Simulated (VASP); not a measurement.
Write the native input for VASP 6.6.1 that does the following.

```
Task                   : single point
Functional             : LDA
Potentials or basis    : VASP PAW LDA potentials, release 64 (Au)
Cutoff                 : 520 eV
k mesh                 : 18 × 18 × 18
Occupations            : fermi-dirac, width 0.08 eV
Spin                   : no spin polarisation
Dipole correction      : no
Further INCAR settings : ALGO = Normal; EDIFF = 1e-06; NBANDS = 12
```

The structure of Au lies in POSCAR:

```
Au
1.0
    0.0000000000      1.6583970364      1.6583970364
    1.6583970364      0.0000000000      1.6583970364
    1.6583970364      1.6583970364      0.0000000000
Au
1
Direct
    0.0000000000      0.0000000000      0.0000000000
```

This cell differs from its parent crystal: volume scaled by 0.55.

One way to write it, as run:

INCAR

```
SYSTEM = Au
PREC     = Accurate       ! precision mode
ENCUT    = 520            ! plane-wave cutoff, eV
EDIFF    = 1E-6           ! SCF threshold, eV
ISMEAR   = -1             ! smearing method
SIGMA    = 0.08           ! smearing width, eV
LREAL    = .FALSE.        ! projectors in reciprocal space
LASPH    = .TRUE.         ! aspherical terms in the spheres
NELM     = 60             ! most SCF steps
ALGO     = Normal         ! electronic algorithm
ISIF     = 2              ! what is computed and relaxed
LWAVE    = .FALSE.        ! write WAVECAR
LCHARG   = .FALSE.        ! write CHGCAR
GGA      = CA             ! functional
NBANDS   = 12             ! bands
```

KPOINTS

```
regular mesh
0
G
  18 18 18
  0 0 0
```

Potentials or basis: VASP PAW LDA potentials, release 64 (Au).

Run with:

```console
$ cat potpaw_LDA.64/Au/POTCAR > POTCAR
$ mpirun -np 1 vasp_std > vasp.out
```

It gave:

The pressure is 593.1 GPa.

It took 13 s on 1 thread of AMD EPYC 9R45 96-Core Processor (Zen 5), on a shared host, peak memory 0.1 GiB.
